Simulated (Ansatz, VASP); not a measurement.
Al in VASP and in Ansatz

INCAR

```
ALGO = Fast
EDIFF = 1E-7
ENCUT = 520
GGA = PE
ISIF = 2
ISMEAR = 0
LASPH = T
LCHARG = F
LREAL = F
LWAVE = F
NBANDS = 8
NELM = 80
PREC = Accurate
SIGMA = 0.1
```

Contents of KPOINTS:

```
k-points
0
Gamma
  26 26 26
```

POSCAR

```
Al
1.0
   -1.4284835314      1.4286841243      2.0206707968
    1.4284835314     -1.4286841243      2.0206707968
    1.4284835314      1.4286841243     -2.0206707968
Al
1
Direct
    0.5000000000      0.5000000000      0.0000000000
```

Input for Ansatz:

```yaml
crystal:
  lattice:
    - [-1.4284835314, 1.4286841243, 2.0206707968]
    - [1.4284835314, -1.4286841243, 2.0206707968]
    - [1.4284835314, 1.4286841243, -2.0206707968]
  atoms:
    - { symbol: Al, position: [0.5, 0.5, 0.0] }
basis:
  ecutwfc: 420
kpoints:
  mp_grid: { grid: [26, 26, 26] }
  band_path:
    path:
      - [[0.0, 0.0, 0.0], [0.0, 0.0, 0.49997127], [2.154e-05, 0.25000718, 0.37493936]]
      - [[-0.37497846, 0.37497846, 0.3749258], [0.0, 0.0, 0.0], [4.308e-05, 0.50001436, -7.818e-05], [-0.24998564, 0.24998564, 0.49993617], [0.0, 0.0, 0.49997127]]
    npoints: 14
hamiltonian:
  xc: pbe
scf:
  occupations: { method: gaussian, width: 0.1 }
  n_extra_bands: 6
output:
  forces: true
  stress: true
  eigenvalues: true
  populations: true
  dos: { projected: true, de: 0.02, nscf_kmesh: { grid: [32, 32, 32] } }
  bader: true
  write_density: true
  write_potential: true
  elf: true
  volumetric_format: npy
```

Alike in both runs: task single point; functional PBE; k mesh 26 × 26 × 26; occupations gaussian, width 0.1 eV; no spin polarisation.

```csv
,VASP,Ansatz
version,VASP 6.6.1,Ansatz 0.2.0
potentials or method,"VASP PAW PBE potentials, release 64 (Al), cutoff 520 eV","scalar-relativistic, plane waves, PAW"
valence electrons in the cell,3,3
```

|  | VASP | Ansatz | Ansatz less VASP |
| --- | --- | --- | --- |
| gap on the k mesh at the Fermi level (eV) | none | none | - |
| pressure (GPa) | 0.0 | 0.0 | +0.04 |

A gap of «none» marks a metal or a gap that the smearing closes.
